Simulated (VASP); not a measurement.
SiW6, 7 atoms in the cell. The cell holds a slab with vacuum, 7 atoms: a = 4.468 Å, b = 4.468 Å, c = 21.726 Å, α = 90.00°, β = 90.00°, γ = 120.00°. 

```yaml
Program: VASP 6.6.1
Task: single point
Functional: PBE
Dispersion: D3(BJ)
Potentials_or_basis: VASP PAW PBE potentials, release 64 (W_sv, Si)
Cutoff: 520 eV
k_mesh: 6 × 6 × 1
Occupations: gaussian, width 0.1 eV
Spin: no spin polarisation
Dipole_correction: yes
Further_INCAR_settings: ALGO = Normal; EDIFF = 1e-06; NBANDS = 53
```

Potentials or basis: VASP PAW PBE potentials, release 64 (W_sv, Si).

Launch:

```bash
$ cat potpaw_PBE.64/W_sv/POTCAR potpaw_PBE.64/Si/POTCAR > POTCAR
$ mpirun -np 1 vasp_std > vasp.out
```

Hardware: 1 thread of Intel(R) Xeon(R) Platinum 8488C (Sapphire Rapids), with other jobs on the host.

Task: Estimate the wall time of this run.

Result: Wall time 12 min on 1 thread of Intel(R) Xeon(R) Platinum 8488C (Sapphire Rapids), on a shared host, peak memory 0.66 GiB. Counts: scf iterations 34, k points 20.
